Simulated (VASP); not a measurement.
SrAlO: single point with PBE

SrAlO:

```
Sr Al O
1.0
     4.28424    0.00000    0.00000
    -2.14212    3.71026    0.00000
     0.00000    0.00000    3.57618
Sr Al O
1 1 1
Direct
  0.66667 0.33333 0.00000
  0.33333 0.66667 0.50000
  0.00000 0.00000 0.50000
```

```
Program             : VASP 6.6.1
Task                : single point
Functional          : PBE
Potentials or basis : VASP PAW PBE potentials, release 64 (Sr_sv, Al, O)
Cutoff              : 520 eV
k mesh              : 6 × 6 × 6
Occupations         : gaussian, width 0.1 eV
Spin                : collinear spin, ferromagnetic start
Starting moments    : [0.0, 0.0, 1.0] μB
```

```json
{"Pressure": "1.5 GPa", "Net moment": "0.00 μB per cell", "Valence electrons inside the program's atomic spheres": "Sr 8.09; Al 0.80; O 4.82"}
```

Stress tensor (GPa, compression positive):
```
-2.92  0.00  0.00
 0.00 -2.92  0.00
 0.00  0.00 10.35
```

Levels at points of the mesh, in eV from the Fermi level:
Spin up:
```csv
k point,band 6,band 7,band 8,band 9,band 10,band 11,band 12,band 13
"(0.00, 0.00, 0.00)",-5.33,-4.14,-4.14,-2.71,0.39,1.63,1.63,5.09
"(0.50, 0.00, 0.00)",-6.44,-4.13,-2.80,-2.31,0.31,2.12,2.81,3.01
"(0.00, 0.00, 0.50)",-4.74,-3.88,-3.88,-2.62,-0.42,0.83,0.83,2.56
"(0.50, 0.00, 0.50)",-5.66,-4.44,-3.69,-1.47,-1.20,2.28,2.62,4.59
```
Spin down:
| k point | band 7 | band 8 | band 9 | band 10 | band 11 | band 12 |
| --- | --- | --- | --- | --- | --- | --- |
| (0.00, 0.00, 0.00) | -4.14 | -4.14 | -2.71 | 0.39 | 1.63 | 1.63 |
| (0.50, 0.00, 0.00) | -4.13 | -2.80 | -2.31 | 0.31 | 2.12 | 2.81 |
| (0.00, 0.00, 0.50) | -3.88 | -3.88 | -2.62 | -0.42 | 0.83 | 0.83 |
| (0.50, 0.00, 0.50) | -4.44 | -3.69 | -1.47 | -1.20 | 2.28 | 2.62 |

Run time: 32 s on 1 thread of Intel(R) Xeon(R) Platinum 8488C (Sapphire Rapids), with other jobs on the host, peak memory 0.22 GiB.
